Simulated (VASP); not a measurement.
# BN (rocksalt type) (Fm-3m) in VASP: further runs

BN (rocksalt type) is run at these levels: PBE; tasks: single point, relaxation of cell and atoms.

Program: VASP 6.6.1. These are calculated values, not measurements. Logs are shortened: lines on timing, memory, paths and dates and some standing lists are left out, and cuts for length are marked.

**1. The cell of the first run**

It takes space group Fm-3m (No. 225, cubic). The conventional cell has a = 3.503 Å, b = 3.503 Å, c = 3.503 Å, α = 90.00°, β = 90.00°, γ = 90.00°. Within 2.3 Å of B (site symmetry m-3m) lie 6 N at 1.75 Å. N (site symmetry m-3m) has 6 B at 1.75 Å within 2.3 Å.

**2. Single point, PBE**

File INCAR:

```
  PREC = Accurate
  ENCUT = 520
  EDIFF = 1E-6
  ISMEAR = -1
  SIGMA = 0.05
  LREAL = False
  LASPH = True
  NELM = 100
  ALGO = Normal
  ISIF = 2
  LWAVE = False
  LCHARG = False
  GGA = PE
  NBANDS = 11
```

File KPOINTS:

```
Automatic mesh
0
Gamma
  15 15 15
```

File POSCAR:

```
BN
1.0
    0.0000000000      1.7517369438      1.7517369438
    1.7517369438      0.0000000000      1.7517369438
    1.7517369438      1.7517369438      0.0000000000
B N
1 1
Direct
    0.0000000000      0.0000000000      0.0000000000
    0.5000000000      0.5000000000      0.5000000000
```

Potentials or basis: VASP PAW PBE potentials, release 64 (B, N).

On the command line:

```bash
$ cat potpaw_PBE.64/B/POTCAR potpaw_PBE.64/N/POTCAR > POTCAR
$ mpirun -np 1 vasp_std > vasp.out
```

OUTCAR:

```text
PREC = Accurate
   ENCUT = 520
   EDIFF = 1E-6
   ISMEAR = -1
   LREAL = False
   LASPH = True
   NELM = 100
   ISIF = 2
   GGA = PE

 ion  position               nearest neighbor table
   1  0.000  0.000  0.000-   2 1.75   2 1.75   2 1.75   2 1.75   2 1.75   2 1.75
   2  0.500  0.500  0.500-   1 1.75   1 1.75   1 1.75   1 1.75   1 1.75   1 1.75

  LATTYP: Found a face centered cubic cell.
 ALAT       =     3.5034738876

  Lattice vectors:

 A1 = (   0.0000000000,   1.7517369438,   1.7517369438)
 A2 = (   1.7517369438,   0.0000000000,   1.7517369438)
 A3 = (   1.7517369438,   1.7517369438,   0.0000000000)

Analysis of symmetry for initial positions (statically):
=====================================================================
 Subroutine PRICEL returns:
 Original cell was already a primitive cell.

 Routine SETGRP: Setting up the symmetry group for a
 face centered cubic supercell.

 Subroutine GETGRP returns: Found 48 space group operations
 (whereof 48 operations were pure point group operations)
 out of a pool of 48 trial point group operations.

The static configuration has the point symmetry O_h .

Analysis of symmetry for dynamics (positions and initial velocities):
=====================================================================
 Subroutine PRICEL returns:
 Original cell was already a primitive cell.

 Routine SETGRP: Setting up the symmetry group for a
 face centered cubic supercell.

 Subroutine GETGRP returns: Found 48 space group operations
 (whereof 48 operations were pure point group operations)
 out of a pool of 48 trial point group operations.

The dynamic configuration has the point symmetry O_h .

 Subroutine INISYM returns: Found 48 space group operations
 (whereof 48 operations are pure point group operations),
 and found     1 'primitive' translations

----------------------------------------------------------------------------------------

                                     Primitive cell

  volume of cell :      10.7507

  direct lattice vectors                    reciprocal lattice vectors
     0.000000000  1.751736944  1.751736944    -0.285430984  0.285430984  0.285430984
     1.751736944  0.000000000  1.751736944     0.285430984 -0.285430984  0.285430984
     1.751736944  1.751736944  0.000000000     0.285430984  0.285430984 -0.285430984

  length of vectors
     2.477330144  2.477330144  2.477330144     0.494380967  0.494380967  0.494380967

  position of ions in fractional coordinates (direct lattice)
     0.000000000  0.000000000  0.000000000
     0.500000000  0.500000000  0.500000000

  ion indices of the primitive-cell ions
   primitive index   ion index
                 1           1
                 2           2

----------------------------------------------------------------------------------------

 KPOINTS: Automatic mesh

Automatic generation of k-mesh.
 Grid dimensions read from file:
 generate k-points for:   15   15   15

 Generating k-lattice:

  Cartesian coordinates                     Fractional coordinates (reciprocal lattice)
    -0.019028732  0.019028732  0.019028732     0.066666667  0.000000000  0.000000000
     0.019028732 -0.019028732  0.019028732     0.000000000  0.066666667  0.000000000
     0.019028732  0.019028732 -0.019028732     0.000000000  0.000000000  0.066666667

  Length of vectors
     0.032958731  0.032958731  0.032958731

  Shift w.r.t. Gamma in fractional coordinates (k-lattice)
     0.000000000  0.000000000  0.000000000

 Subroutine IBZKPT returns following result:
 ===========================================

 Found    120 irreducible k-points:

 Following reciprocal coordinates:
            Coordinates               Weight
  0.000000  0.000000  0.000000      1.000000
  0.066667  0.000000  0.000000      8.000000
  0.133333  0.000000  0.000000      8.000000
  0.200000  0.000000  0.000000      8.000000
  0.266667  0.000000  0.000000      8.000000
  0.333333  0.000000  0.000000      8.000000
[... 16 lines left out ...]
  0.133333  0.133333  0.000000      6.000000
  0.200000  0.133333  0.000000     24.000000
 [... further k-points ...]
   k-points           NKPTS =    120   k-points in BZ     NKDIM =    120   number of bands    NBANDS=     11
   number of dos      NEDOS =    301   number of ions     NIONS =      2
   total plane-waves  NPLWV =   5832
   dimension x,y,z NGX =    18 NGY =   18 NGZ =   18
   dimension x,y,z NGXF=    36 NGYF=   36 NGZF=   36
   ions per type =               1   1
   NGX,Y,Z   is equivalent  to a cutoff of  12.08, 12.08, 12.08 a.u.
   NGXF,Y,Z  is equivalent  to a cutoff of  24.16, 24.16, 24.16 a.u.
 SYSTEM =  unknown system
   PREC   = accura    normal or accurate (medium, high low for compatibility)
   ISTART =      0    job   : 0-new  1-cont  2-samecut
   ICHARG =      2    charge: 1-file 2-atom 10-const
   ISPIN  =      1    spin polarized calculation?
   LNONCOLLINEAR =      F non collinear calculations
   LSORBIT =      F    spin-orbit coupling
   LASPH  =      T    aspherical Exc in radial PAW
   ENCUT  =  520.0 eV  38.22 Ry    6.18 a.u.   4.61  4.61  4.61*2*pi/ulx,y,z
   NELM   =    100;   NELMIN=  2; NELMDL= -5     # of ELM steps
   EDIFF  = 0.1E-05   stopping-criterion for ELM
   LREAL  =      F    real-space projection
   EDIFFG = 0.1E-04   stopping-criterion for IOM
   NSW    =      0    number of steps for IOM
   IBRION =     -1    ionic relax: 0-MD 1-quasi-New 2-CG
   NFREE  =      0    steps in history (QN), initial steepest desc. (CG)
   ISIF   =      2    stress and relaxation
   ISYM   =      2    0-nonsym 1-usesym 2-fastsym
   POTIM  = 0.5000    time-step for ionic-motion
   TEBEG  =    0.0;   TEEND  =   0.0 temperature during run
   PSTRESS=    0.0 pullay stress
   NELECT =       8.0000    total number of electrons
   NUPDOWN=      -1.0000    fix difference up-down
   EMIN   =  10.00;   EMAX   =-10.00  energy-range for DOS
   EFERMI =   0.00;   METHOD = LEGACY
   ISMEAR =    -1;   SIGMA  =   0.05  broadening in eV -4-tet -1-fermi 0-gaus
   EFERMI_NEDOS =   21; number of points for ismear=-14 and -15
   IALGO  =     38    algorithm
   IMIX   =      4    mixing-type and parameters
     AMIX     =   0.40;   BMIX     =  1.00
     AMIX_MAG =   1.60;   BMIX_MAG =  1.00
  volume/ion in A,a.u.               =       5.38        36.27
  Fermi-wavevector in a.u.,A,eV,Ry     =   1.483517  2.803441 29.944021  2.200823
  Thomas-Fermi vector in A             =   2.597169
   LORBIT       =      0    0 simple, 1 ext, 2 COOP (PROOUT), +10 PAW based schemes
   GGA     = PE    functional components
   LHFCALC =     F    Hartree Fock is set to
   AEXX    =    0.0000 exact exchange contribution
   IVDW    =     0    specifies the selected vdW correction
   LEPSILON=     F    determine dielectric tensor
   LRPA    =     F    only Hartree local field effects (RPA)
 non-spin polarized calculation
  energy-cutoff  :      520.00
  volume of cell :       10.75
 maximum number of plane-waves:       302
   NGX =  9   NGY =  9   NGZ =  9

 number of electron       7.9999998 magnetization

 Free energy of the ion-electron system (eV)
  ---------------------------------------------------
  ext. energy  EPLUGINS =         0.00000000
  ---------------------------------------------------
  free energy    TOTEN  =       -13.94604004 eV

  energy without entropy =      -13.94603998  energy(sigma->0) =      -13.94604001

 E-fermi :  10.9085     XC(G=0): -13.7098

 val. band max:       10.2777506416   @ k =  -0.2000   0.1333   0.0000
 cond. band min:      11.4659923806   @ k =   0.4667   0.4667   0.0000
 fundamental gap:      1.1882417389
 Fermi energy:        10.9085371838

 k-point     1 :       0.0000    0.0000    0.0000
  band No.  band energies     occupation
      1     -12.1105      2.00000
      2       9.3855      2.00000
      3       9.3855      2.00000
      4       9.3855      2.00000
      5      19.2718      0.00000
      6      22.2479      0.00000
      7      22.2479      0.00000
      8      22.2479      0.00000
      9      28.7925      0.00000
     10      28.7925      0.00000
     11      28.7925      0.00000

 k-point     2 :       0.0667    0.0000    0.0000
  band No.  band energies     occupation
      1     -11.9863      2.00000
      2       8.8383      2.00000
      3       9.3755      2.00000
      4       9.3755      2.00000
      5      19.4407      0.00000
      6      21.8149      0.00000
      7      21.8149      0.00000
      8      22.1486      0.00000
      9      28.3310      0.00000
     10      29.1088      0.00000
     11      29.1088      0.00000

 k-point     3 :       0.1333    0.0000    0.0000
  band No.  band energies     occupation
      1     -11.6153      2.00000
      2       7.4027      2.00000
      3       9.3554      2.00000
      4       9.3554      2.00000
      5      19.5980      0.00000
      6      20.7331      0.00000
      7      20.7331      0.00000
      8      22.0900      0.00000
      9      27.8683      0.00000
     10      30.0187      0.00000
     11      30.0187      0.00000

 k-point     4 :       0.2000    0.0000    0.0000
  band No.  band energies     occupation
      1     -11.0044      2.00000
      2       5.4593      2.00000
      3       9.3481      2.00000
      4       9.3481      2.00000
      5      19.2596      0.00000
      6      19.3809      0.00000
      7      19.3809      0.00000
      8      22.4404      0.00000
      9      28.0212      0.00000
     10      31.4589      0.00000
     11      31.4589      0.00000
[... 239 lines left out ...]
 k-point    22 :      -0.0667    0.0667    0.0000
  band No.  band energies     occupation
      1     -11.7796      2.00000
      2       8.2877      2.00000
      3       8.7971      2.00000
      4       9.6273      2.00000
      5      19.6254      0.00000
      6      20.7197      0.00000
      7      21.5635      0.00000
      8      22.1987      0.00000
      9      27.6752      0.00000
     10      29.2254      0.00000
     11      30.3746      0.00000

 k-point    23 :       0.1333    0.1333    0.0000
  band No.  band energies     occupation
      1     -11.4482      2.00000
      2       8.3539      2.00000
      3       8.3539      2.00000
      4       8.5942      2.00000
      5      18.3647      0.00000
      6      20.4293      0.00000
      7      22.3452      0.00000
      8      22.3452      0.00000
      9      25.3410      0.00000
     10      31.8305      0.00000
     11      31.8305      0.00000

 k-point    24 :       0.2000    0.1333    0.0000
  band No.  band energies     occupation
      1     -10.9965      2.00000
      2       6.8959      2.00000
      3       7.9592      2.00000
      4       8.8123      2.00000
      5      17.0262      0.00000
      6      20.7387      0.00000
      7      22.0835      0.00000
      8      22.4459      0.00000
      9      24.8182      0.00000
     10      33.1304      0.00000
     11      33.4022      0.00000

 [... further k-points ...]
[... 5 lines left out ...]
  --------------------------------------------------------------------------------------
  -------------------------------------------------------------------------------------
  Total       -0.0057062     -0.0057062     -0.0057062      0.0000000      0.0000000      0.0000000
  in kB       -0.8503914     -0.8503914     -0.8503914      0.0000000      0.0000000      0.0000000
  external PRESSURE =      -0.8503914 kB  Pullay stress =       0.0000000 kB

 VOLUME and BASIS-vectors are now :
 -----------------------------------------------------------------------------
  energy-cutoff  :      520.00
  volume of cell :       10.75
      direct lattice vectors                 reciprocal lattice vectors
     0.000000000  1.751736944  1.751736944    -0.285430984  0.285430984  0.285430984
     1.751736944  0.000000000  1.751736944     0.285430984 -0.285430984  0.285430984
     1.751736944  1.751736944  0.000000000     0.285430984  0.285430984 -0.285430984

 POSITION                                       TOTAL-FORCE (eV/Angst)
 -----------------------------------------------------------------------------------
      0.00000      0.00000      0.00000        -0.000000      0.000000      0.000000
      1.75174      1.75174      1.75174         0.000000     -0.000000     -0.000000
 -----------------------------------------------------------------------------------
    total drift:                               -0.000000     -0.000000     -0.000000

  FREE ENERGIE OF THE ION-ELECTRON SYSTEM (eV)
  ---------------------------------------------------
  free  energy   TOTEN  =       -13.9460400441 eV

  energy  without entropy=      -13.9460399762  energy(sigma->0) =      -13.94604001
```

It took 14 s on 1 thread of Intel Xeon 8259CL, shared host; peak memory 0.12 GiB.

Results:

* Free energy: -13.9460 eV
* Pressure: -0.1 GPa
* Band gap on the k mesh: 1.19 eV, indirect (least direct gap 5.89 eV)

**3. Single point, PBE**

File INCAR:

```
SYSTEM = BN
PREC = Accurate ; ENCUT = 520
EDIFF = 1E-6 ; ISMEAR = -1
SIGMA = 0.05 ; LREAL = .FALSE.
LASPH = .TRUE. ; NELM = 60
ALGO = Normal ; ISIF = 2
LWAVE = .FALSE. ; LCHARG = .TRUE.
GGA = PE ; LELF = .TRUE.
LVHAR = .TRUE. ; NBANDS = 11
```

File KPOINTS:

```
regular mesh
0
G
  15 15 15
  0 0 0
```

File POSCAR:

```
BN
1.0
    0.0000000000      1.7518640212      1.7518640212
    1.7518640212      0.0000000000      1.7518640212
    1.7518640212      1.7518640212      0.0000000000
B N
1 1
Direct
    0.0000000000      0.0000000000      0.0000000000
    0.5000000000      0.5000000000      0.5000000000
```

Potentials or basis: VASP PAW PBE potentials, release 64 (B, N).

On the command line:

```bash
$ cat potpaw_PBE.64/B/POTCAR potpaw_PBE.64/N/POTCAR > POTCAR
$ mpirun -np 1 vasp_std > vasp.out
```

Run time: 15 s. Hardware: 1 thread of Intel Xeon 8259CL, shared host; peak memory 0.12 GiB.

The run converged. Its results:

```yaml
Free_energy: -13.9460 eV
Pressure: -0.2 GPa
Band_gap_on_the_k_mesh: 1.19 eV, indirect (least direct gap 5.89 eV)
```

Levels at points of the mesh, in eV from the valence-band top:
```csv
k point,band 1,band 2,band 3,band 4,band 5,band 6,band 7,band 8
"(0.00, 0.00, 0.00)",-22.39,-0.89,-0.89,-0.89,8.99,11.97,11.97,11.97
```

A k mesh can miss the band edges. PBE gaps usually lie below the measured ones, often by a third to a half.

(Continued in part 2 of 2.)
